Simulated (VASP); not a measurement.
A run of VASP 6.6.1:

Contents of INCAR:

```
SYSTEM = SiNi2
ALGO     = Fast           ! electronic algorithm
EDIFF    = 1E-6           ! SCF threshold, eV
ENCUT    = 520            ! plane-wave cutoff, eV
GGA      = PE             ! functional
ISIF     = 2              ! what is computed and relaxed
ISMEAR   = 0              ! smearing method
LASPH    = .True.         ! aspherical terms in the spheres
LCHARG   = .False.        ! write CHGCAR
LREAL    = .False.        ! projectors in reciprocal space
LWAVE    = .False.        ! write WAVECAR
NBANDS   = 60             ! bands
NELM     = 100            ! most SCF steps
PREC     = Accurate       ! precision mode
SIGMA    = 0.1            ! smearing width, eV
```

KPOINTS

```
k-points
0
Gamma
  9 3 12
  0 0 0
```

Contents of POSCAR:

```
SiNi2
1.0
    3.8679403894      0.0000000000      0.0000000000
    0.0000000000     11.6038211683      0.0000000000
    0.0000000000     -3.8771253719      2.9286637907
Si Ni
4 8
Direct
    0.2500000000      0.6146319418      0.5162568120
    0.7500000000      0.3853680582      0.4837431880
    0.2500000000      0.8853680582      0.5577290448
    0.7500000000      0.1146319418      0.4422709552
    0.2500000000      0.2961226573      0.0516641011
    0.7500000000      0.7038773427      0.9483358989
    0.2500000000      0.2038773427      0.3671734719
    0.7500000000      0.7961226573      0.6328265281
    0.2500000000      0.9396510476      0.2099390505
    0.7500000000      0.0603489524      0.7900609495
    0.2500000000      0.5603489524      0.9513348599
    0.7500000000      0.4396510476      0.0486651401
```

Potentials or basis: VASP PAW PBE potentials, release 64 (Si, Ni).

Command:

```console
$ cat potpaw_PBE.64/Si/POTCAR potpaw_PBE.64/Ni/POTCAR > POTCAR
$ mpirun -np 1 vasp_std > vasp.out
```

Hardware: 1 thread of Intel(R) Xeon(R) 6975P-C (Granite Rapids) (shared host).

Task: How long does it take, and how much memory?

Result: It took 11 min on 1 thread of Intel(R) Xeon(R) 6975P-C (Granite Rapids), with other jobs on the host, peak memory 0.66 GiB. Counts: scf iterations 19, k points 95.
